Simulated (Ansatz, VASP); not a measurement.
MgS5: VASP beside Ansatz

Contents of INCAR:

```
SYSTEM = MgS5
ALGO = Normal
EDIFF = 1E-6
EDIFFG = -0.01
ENCUT = 600
GGA = PE
IBRION = 2
ISIF = 3
ISMEAR = 0
LASPH = .TRUE.
LCHARG = .FALSE.
LREAL = .FALSE.
LWAVE = .FALSE.
NELM = 100
NSW = 100
PREC = Accurate
SIGMA = 0.1
```

Contents of KPOINTS:

```
k-points
0
G
  12 12 4
  0 0 0
```

POSCAR

```
MgS5
1.0
    4.7183642284      0.0000000000      0.0000000000
   -2.3591821142      4.0862232861      0.0000000000
    0.0000000000      0.0000000000      9.1664187896
Mg S
1 5
Direct
    0.0000000000      0.0000000000      0.5000000000
    0.5000000000      0.0000000000      0.0000000000
    0.0000000000      0.5000000000      0.0000000000
    0.5000000000      0.5000000000      0.0000000000
    0.0000000000      0.0000000000      0.7491958549
    0.0000000000      0.0000000000      0.2508041451
```

Input for Ansatz:

```yaml
crystal:
  lattice:
    - [4.7183642284, 0.0, 0.0]
    - [-2.3591821142, 4.0862232861, 0.0]
    - [0.0, 0.0, 9.1664187896]
  atoms:
    - { symbol: Mg, position: [0.0, 0.0, 0.5] }
    - { symbol: S, position: [0.5, 0.0, 0.0] }
    - { symbol: S, position: [0.0, 0.5, 0.0] }
    - { symbol: S, position: [0.5, 0.5, 0.0] }
    - { symbol: S, position: [0.0, 0.0, 0.7491958549] }
    - { symbol: S, position: [0.0, 0.0, 0.2508041451] }
basis:
  ecutwfc: 420
kpoints:
  mp_grid: { grid: [12, 12, 4] }
hamiltonian:
  xc: pbe
scf:
  occupations: { method: gaussian, width: 0.1 }
output:
  forces: true
  stress: true
  eigenvalues: true
relax:
  adjacent_minimum: "off"
  f_tol: 0.01
  max_steps: 80
  cell: { stress_tol: 0.05 }
```

Alike in both runs: task relaxation of cell and atoms; functional PBE; k mesh 12 × 12 × 4; occupations gaussian, width 0.1 eV; no spin polarisation.

|  | VASP | Ansatz |
| --- | --- | --- |
| version | VASP 6.6.1 | Ansatz 0.2.0 |
| potentials or method | VASP PAW PBE potentials, release 64 (Mg, S), cutoff 600 eV | scalar-relativistic, plane waves, PAW |
| valence electrons in the cell | 32 | 40 |

VASP gave:

* gap on the k mesh at the Fermi level, each at its own relaxed structure (eV): none
* relaxed volume (Å³/atom): 29.39
* relaxed cell length with the largest relative difference (Å): 9.243

Problem. Estimate Ansatz's values.

Solution. gap on the k mesh at the Fermi level, each at its own relaxed structure (eV): none; relaxed volume (Å³/atom): 29.44; relaxed cell length with the largest relative difference (Å): 9.218.

A gap of «none» marks a metal or a gap that the smearing closes. VASP's potentials hold 32 valence electrons a cell and Ansatz's 40, so a difference there can come from the potentials and not from the codes.
